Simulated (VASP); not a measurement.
# Si in VASP: relaxation of the atoms with PBE+D3(BJ)

Aim: the relaxation of the atoms of Si with PBE+D3(BJ).

All numbers are computed with VASP 6.6.1; they aren't measurements. Logs are shortened: lines on timing, memory, paths and dates and some standing lists are left out, and cuts for length are marked.

### 1 The cell of the first run

The cell holds a slab with vacuum, 2 atoms: a = 3.770 Å, b = 3.770 Å, c = 28.000 Å, α = 90.00°, β = 90.00°, γ = 120.00°.

### 2 Relaxation of the atoms, PBE+D3(BJ) (biaxial strain -0.020)

INCAR

```
SYSTEM = Si
  ALGO = Normal
  DIPOL = 0.5 0.5 0.500
  EDIFF = 1E-6
  EDIFFG = -0.01
  ENCUT = 520
  GGA = PE
  IBRION = 2
  IDIPOL = 3
  ISIF = 2
  ISMEAR = 0
  IVDW = 12
  LASPH = .True.
  LCHARG = .False.
  LDIPOL = .True.
  LREAL = .False.
  LWAVE = .False.
  NELM = 80
  NSW = 60
  PREC = Accurate
  SIGMA = 0.1
```

KPOINTS

```
k-points
0
Gamma
  15 15 1
  0 0 0
```

POSCAR

```
Si
1.0
    3.7702583134      0.0000000000      0.0000000000
   -1.8851291567      3.2651394782      0.0000000000
    0.0000000000      0.0000000000     28.0000000000
Si
2
Direct
    0.3333333333      0.6666666667      0.5084347959
    0.6666666667      0.3333333333      0.4915652041
```

Potentials or basis: VASP PAW PBE potentials, release 64 (Si).

Launch:

```console
$ cat potpaw_PBE.64/Si/POTCAR > POTCAR
$ mpirun -np 1 vasp_std > vasp.out
```

OUTCAR:

```text
SYSTEM = Si
   EDIFF = 1E-6
   EDIFFG = -0.01
   ENCUT = 520
   GGA = PE
   IBRION = 2
   ISIF = 2
   ISMEAR = 0
   IVDW = 12
   LASPH = .True.
   LREAL = .False.
   NELM = 80
   NSW = 60
   PREC = Accurate
 IVDW          = 12

 ion  position               nearest neighbor table
   1  0.333  0.667  0.508-   2 2.23   2 2.23   2 2.23
   2  0.667  0.333  0.492-   1 2.23   1 2.23   1 2.23

  LATTYP: Found a hexagonal cell.
 ALAT       =     3.7702583134
 C/A-ratio  =     7.4265468497

  Lattice vectors:

 A1 = (   3.7702583134,   0.0000000000,   0.0000000000)
 A2 = (  -1.8851291567,   3.2651394782,   0.0000000000)
 A3 = (   0.0000000000,   0.0000000000,  28.0000000000)

Analysis of symmetry for initial positions (statically):
=====================================================================
 Subroutine PRICEL returns:
 Original cell was already a primitive cell.

 Routine SETGRP: Setting up the symmetry group for a
 hexagonal supercell.

 Subroutine GETGRP returns: Found 12 space group operations
 (whereof 12 operations were pure point group operations)
 out of a pool of 24 trial point group operations.

The static configuration has the point symmetry D_3d.

Analysis of symmetry for dynamics (positions and initial velocities):
=====================================================================
 Subroutine PRICEL returns:
 Original cell was already a primitive cell.

 Routine SETGRP: Setting up the symmetry group for a
 hexagonal supercell.

 Subroutine GETGRP returns: Found 12 space group operations
 (whereof 12 operations were pure point group operations)
 out of a pool of 24 trial point group operations.

The dynamic configuration has the point symmetry D_3d.

 Subroutine INISYM returns: Found 12 space group operations
 (whereof 12 operations are pure point group operations),
 and found     1 'primitive' translations

----------------------------------------------------------------------------------------

                                     Primitive cell

  volume of cell :     344.6917

  direct lattice vectors                    reciprocal lattice vectors
     3.770258313  0.000000000  0.000000000     0.265233816  0.153132815  0.000000000
    -1.885129157  3.265139478  0.000000000     0.000000000  0.306265630  0.000000000
     0.000000000  0.000000000 28.000000000     0.000000000  0.000000000  0.035714286

  length of vectors
     3.770258313  3.770258313 28.000000000     0.306265630  0.306265630  0.035714286

  position of ions in fractional coordinates (direct lattice)
     0.333333333  0.666666667  0.508434796
     0.666666667  0.333333333  0.491565204

  ion indices of the primitive-cell ions
   primitive index   ion index
                 1           1
                 2           2

----------------------------------------------------------------------------------------

 KPOINTS: k-points

Automatic generation of k-mesh.
 Grid dimensions read from file:
 generate k-points for:   15   15    1

 Generating k-lattice:

  Cartesian coordinates                     Fractional coordinates (reciprocal lattice)
     0.017682254  0.010208854  0.000000000     0.066666667 -0.000000000  0.000000000
     0.000000000  0.020417709  0.000000000     0.000000000  0.066666667  0.000000000
     0.000000000  0.000000000  0.035714286     0.000000000  0.000000000  1.000000000

  Length of vectors
     0.020417709  0.020417709  0.035714286

  Shift w.r.t. Gamma in fractional coordinates (k-lattice)
     0.000000000  0.000000000  0.000000000

 Subroutine IBZKPT returns following result:
 ===========================================

 Found     27 irreducible k-points:

 Following reciprocal coordinates:
            Coordinates               Weight
  0.000000  0.000000  0.000000      1.000000
  0.066667  0.000000  0.000000      6.000000
  0.133333  0.000000  0.000000      6.000000
  0.200000  0.000000  0.000000      6.000000
  0.266667  0.000000  0.000000      6.000000
  0.333333  0.000000  0.000000      6.000000
[... 16 lines left out ...]
  0.333333  0.200000  0.000000     12.000000
  0.400000  0.200000  0.000000      6.000000
 [... further k-points ...]
   k-points           NKPTS =     27   k-points in BZ     NKDIM =     27   number of bands    NBANDS=      8
   number of dos      NEDOS =    301   number of ions     NIONS =      2
   total plane-waves  NPLWV = 164640
   dimension x,y,z NGX =    28 NGY =   28 NGZ =  210
   dimension x,y,z NGXF=    56 NGYF=   56 NGZF=  420
   ions per type =               2
   NGX,Y,Z   is equivalent  to a cutoff of  12.35, 12.35, 12.47 a.u.
   NGXF,Y,Z  is equivalent  to a cutoff of  24.69, 24.69, 24.94 a.u.
 SYSTEM =  Si
   PREC   = accura    normal or accurate (medium, high low for compatibility)
   ISTART =      0    job   : 0-new  1-cont  2-samecut
   ICHARG =      2    charge: 1-file 2-atom 10-const
   ISPIN  =      1    spin polarized calculation?
   LNONCOLLINEAR =      F non collinear calculations
   LSORBIT =      F    spin-orbit coupling
   LASPH  =      T    aspherical Exc in radial PAW
   ENCUT  =  520.0 eV  38.22 Ry    6.18 a.u.   7.01  7.01 52.06*2*pi/ulx,y,z
   NELM   =     80;   NELMIN=  2; NELMDL= -5     # of ELM steps
   EDIFF  = 0.1E-05   stopping-criterion for ELM
   LREAL  =      F    real-space projection
   EDIFFG = -.1E-01   stopping-criterion for IOM
   NSW    =     60    number of steps for IOM
   IBRION =      2    ionic relax: 0-MD 1-quasi-New 2-CG
   NFREE  =      1    steps in history (QN), initial steepest desc. (CG)
   ISIF   =      2    stress and relaxation
   ISYM   =      2    0-nonsym 1-usesym 2-fastsym
   POTIM  = 0.5000    time-step for ionic-motion
   TEBEG  =    0.0;   TEEND  =   0.0 temperature during run
   PSTRESS=    0.0 pullay stress
   NELECT =       8.0000    total number of electrons
   NUPDOWN=      -1.0000    fix difference up-down
   EMIN   =  10.00;   EMAX   =-10.00  energy-range for DOS
   EFERMI =   0.00;   METHOD = LEGACY
   ISMEAR =     0;   SIGMA  =   0.10  broadening in eV -4-tet -1-fermi 0-gaus
   EFERMI_NEDOS =   21; number of points for ismear=-14 and -15
   IALGO  =     38    algorithm
   IMIX   =      4    mixing-type and parameters
     AMIX     =   0.40;   BMIX     =  1.00
     AMIX_MAG =   1.60;   BMIX_MAG =  1.00
  volume/ion in A,a.u.               =     172.35      1163.05
  Fermi-wavevector in a.u.,A,eV,Ry     =   0.466976  0.882457  2.966976  0.218067
  Thomas-Fermi vector in A             =   1.457140
   LORBIT       =      0    0 simple, 1 ext, 2 COOP (PROOUT), +10 PAW based schemes
   GGA     = PE    functional components
   LHFCALC =     F    Hartree Fock is set to
   AEXX    =    0.0000 exact exchange contribution
   IVDW    =    12    specifies the selected vdW correction
   LEPSILON=     F    determine dielectric tensor
   LRPA    =     F    only Hartree local field effects (RPA)
 conjugate gradient relaxation of ions
 non-spin polarized calculation
 Gauss-broadening in eV      SIGMA  =   0.10
  energy-cutoff  :      520.00
  volume of cell :      344.69
 maximum number of plane-waves:      9329
 NGX is ok and might be reduce to    28
   NGX = 13   NGY = 13   NGZ =105

--------------------------------------- Ionic step        1  -------------------------------------------

 number of electron       8.0000000 magnetization

 Free energy of the ion-electron system (eV)
  ---------------------------------------------------
  ext. energy  EPLUGINS =         0.00000000
  ---------------------------------------------------
  free energy    TOTEN  =        -9.51466312 eV

  energy without entropy =       -9.51366012  energy(sigma->0) =       -9.51416162

------------------------ aborting loop because EDIFF is reached ----------------------------------------

 Edisp (eV)   -0.39664

 E8    (eV) :    -0.1766

  FORCE on cell =-STRESS in cart. coord.  units (eV):
  Direction    XX          YY          ZZ          XY          YZ          ZX
  --------------------------------------------------------------------------------------
  -------------------------------------------------------------------------------------
  Total       1.86470     1.86470     0.08041     0.00000    -0.00000    -0.00000
  in kB       8.66737     8.66737     0.37375     0.00000    -0.00000    -0.00000
  external pressure =        5.90 kB  Pullay stress =        0.00 kB
[... 21 lines left out ...]
  energy  without entropy=       -9.9103036054  energy(sigma->0) =       -9.91080511

--------------------------------------- Ionic step        2  -------------------------------------------

 number of electron       8.0000000 magnetization

 dipolmoment           0.000000      0.000000     -0.000000 electrons x Angstroem

------------------------ aborting loop because EDIFF is reached ----------------------------------------

 Edisp (eV)   -0.39662

 E8    (eV) :    -0.1766

  FORCE on cell =-STRESS in cart. coord.  units (eV):
  Direction    XX          YY          ZZ          XY          YZ          ZX
  --------------------------------------------------------------------------------------
  -------------------------------------------------------------------------------------
  Total       1.77067     1.77067     0.07290     0.00000     0.00000     0.00000
  in kB       8.23035     8.23035     0.33884     0.00000     0.00000     0.00000
  external pressure =        5.60 kB  Pullay stress =        0.00 kB
[... 61 lines left out ...]
  energy  without entropy=       -9.9176430352  energy(sigma->0) =       -9.91814454

--------------------------------------- Ionic step        4  -------------------------------------------

 number of electron       8.0000000 magnetization

 dipolmoment           0.000000      0.000000      0.000000 electrons x Angstroem

 Free energy of the ion-electron system (eV)
  ---------------------------------------------------
  ext. energy  EPLUGINS =         0.00000000
  ---------------------------------------------------
  free energy    TOTEN  =        -9.52219093 eV

  energy without entropy =       -9.52118793  energy(sigma->0) =       -9.52168943

 E-fermi :  -3.3502     XC(G=0):  -1.6221

 val. band max:       -3.3502051058   @ k =   0.3333   0.3333   0.0000
 cond. band min:      -3.3502050953   @ k =   0.3333   0.3333   0.0000
 fundamental gap:      0.0000000105
 Fermi energy:        -3.3502051005

 k-point     1 :       0.0000    0.0000    0.0000
  band No.  band energies     occupation
      1     -14.5391      2.00000
      2      -6.7080      2.00000
      3      -4.2431      2.00000
      4      -4.2431      2.00000
      5      -1.0512      0.00000
      6      -0.6036      0.00000
      7      -0.0443      0.00000
      8      -0.0443      0.00000
[... 243 lines left out ...]
 k-point    24 :       0.4000    0.2000    0.0000
  band No.  band energies     occupation
      1     -11.7597      2.00000
      2     -10.5422      2.00000
      3      -7.2476      2.00000
      4      -3.9912      2.00000
      5      -2.8480      0.00000
      6       0.5405      0.00000
      7       1.0804      0.00000
      8       2.9010      0.00000

 [... further k-points ...]

------------------------ aborting loop because EDIFF is reached ----------------------------------------

 vacuum level on the upper side and lower side of the slab       (xc-potential included)        -0.158        -0.158

 Edisp (eV)   -0.39655

 E8    (eV) :    -0.1765

  FORCE on cell =-STRESS in cart. coord.  units (eV):
  Direction    XX          YY          ZZ          XY          YZ          ZX
  --------------------------------------------------------------------------------------
  -------------------------------------------------------------------------------------
  Total       1.42495     1.42495     0.00543     0.00000     0.00000    -0.00000
  in kB       6.62336     6.62336     0.02522     0.00000     0.00000    -0.00000
  external pressure =        4.42 kB  Pullay stress =        0.00 kB
[... 17 lines left out ...]
  FREE ENERGIE OF THE ION-ELECTRON SYSTEM (eV)
  ---------------------------------------------------
  free  energy   TOTEN  =        -9.9187395668 eV

  energy  without entropy=       -9.9177365631  energy(sigma->0) =       -9.91823806

 reached required accuracy - stopping structural energy minimisation

 vacuum level on the upper side and lower side of the slab         1.087         1.087
```

Wall time 5.9 min (1 thread of Intel Xeon 8259CL, shared host); peak memory 0.46 GiB.

Results:

```yaml
Free_energy: -9.9187 eV
Energy_gained_by_relaxing: 3.7 meV/atom
Ionic_steps: 4
Largest_force_after_relaxing: 0.003 eV/Å
Band_gap_on_the_k_mesh: zero (filled and empty bands touch)
Dispersion_energy_per_atom: -0.198 eV
```

Forces in eV/Å, atoms in the order of the input:
```
Si   0.000  0.000 -0.003
Si   0.000  0.000  0.003
```

The path:
```
step  energy change (eV)  largest force (eV/Å)  pressure (GPa)
   1              0.0000                0.1799            0.59
   2             -0.0028                0.1463            0.56
   3             -0.0073                0.0233            0.46
   4             -0.0074                0.0034            0.44
```

Final structure:
```
Si
1.0
     3.77026    0.00000    0.00000
    -1.88513    3.26514    0.00000
     0.00000    0.00000   28.00000
Si
2
Direct
  0.33333 0.66667 0.50985
  0.66667 0.33333 0.49015
```

Caveat: the cell differs from its parent crystal (biaxial strain -0.020).
